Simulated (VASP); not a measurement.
Here is a VASP 6.6.1 calculation.

INCAR

```
PREC     = Accurate       # precision mode
ENCUT    = 520            # plane-wave cutoff, eV
EDIFF    = 1E-6           # SCF threshold, eV
ISMEAR   = -1             # smearing method
SIGMA    = 0.01           # smearing width, eV
LREAL    = F              # projectors in reciprocal space
LASPH    = T              # aspherical terms in the spheres
NELM     = 120            # most SCF steps
ALGO     = Normal         # electronic algorithm
ISIF     = 2              # what is computed and relaxed
LWAVE    = F              # write WAVECAR
LCHARG   = F              # write CHGCAR
GGA      = PE             # functional
NBANDS   = 91             # bands
NELECT   = 150.0        
GGA_COMPAT= F
```

KPOINTS

```
regular mesh
0
Gamma
  1 1 1
```

POSCAR

```
Hf4Si3O16
1.0
    6.6465279248      0.0000000000      0.0000000000
    0.0000000000      6.6465279248      0.0000000000
    0.0000000000      0.0000000000      6.0147349639
Hf Si O
4 3 16
Direct
   -0.0010190809      0.0004500858     -0.0010836996
    0.4987699835      0.5007964777      0.4988842433
   -0.0010081451      0.4996100720      0.2616486300
    0.5000902157      0.0005074945      0.7362149830
   -0.0010095893      0.5002181441      0.7606932530
    0.4992423153      0.0005598494      0.2371307281
   -0.0002310825     -0.0000800496      0.4989275042
    0.0005957081      0.8187847340      0.3188491537
    0.4929819095      0.3015455482      0.7896266262
    0.1805593838      0.5048065397      0.5797849799
    0.6869348651      0.0012845782      0.0636562883
    0.3118528386      0.0006679258      0.0633467757
    0.8179764271      0.4965588921      0.5797431002
   -0.0008019992      0.1816893643      0.3197398202
    0.5067249761      0.7002762476      0.7904237863
    0.2992815540      0.4929835840      0.2074537972
    0.8181511587      0.0006682217      0.6781884674
   -0.0012438976      0.6874751927      0.9345314679
    0.5026805971      0.1814729121      0.4181838627
   -0.0014655431      0.3123515790      0.9340345275
    0.4949466221      0.8188779283      0.4179183706
    0.1810643827     -0.0012815004      0.6788929795
    0.6979948458      0.5062774245      0.2081719709
```

Potentials or basis: VASP PAW PBE potentials, release 64 (Hf_pv, Si, O).

The run is started by

```bash
$ cat potpaw_PBE.64/Hf_pv/POTCAR potpaw_PBE.64/Si/POTCAR potpaw_PBE.64/O/POTCAR > POTCAR
$ mpirun -np 1 vasp_gam > vasp.out
```

Predict the largest force.

0.694 eV/Å.

Forces in eV/Å, atoms in the order of the input:
```
Hf   0.071 -0.053  0.000
Hf   0.031 -0.035 -0.006
Hf  -0.005  0.057 -0.252
Hf  -0.072  0.007  0.252
Si   0.033  0.013 -0.112
Si  -0.040 -0.037  0.110
Si   0.050 -0.022 -0.002
O   -0.026 -0.287  0.529
O    0.035  0.264  0.113
O   -0.197  0.002  0.666
O    0.246 -0.013  0.491
O   -0.241 -0.005  0.474
O    0.130 -0.024  0.584
O   -0.010  0.286  0.522
O   -0.047 -0.302  0.101
O    0.297  0.048 -0.103
O   -0.310  0.003 -0.516
O    0.002  0.259 -0.464
O    0.031 -0.124 -0.584
O    0.011 -0.225 -0.494
O    0.004  0.201 -0.662
O    0.264  0.019 -0.536
O   -0.258 -0.033 -0.112
```

Caveat: the k points lie up to 1.04 Å⁻¹ apart; the cell carries a net charge on a neutralising background, which shifts energy and pressure.
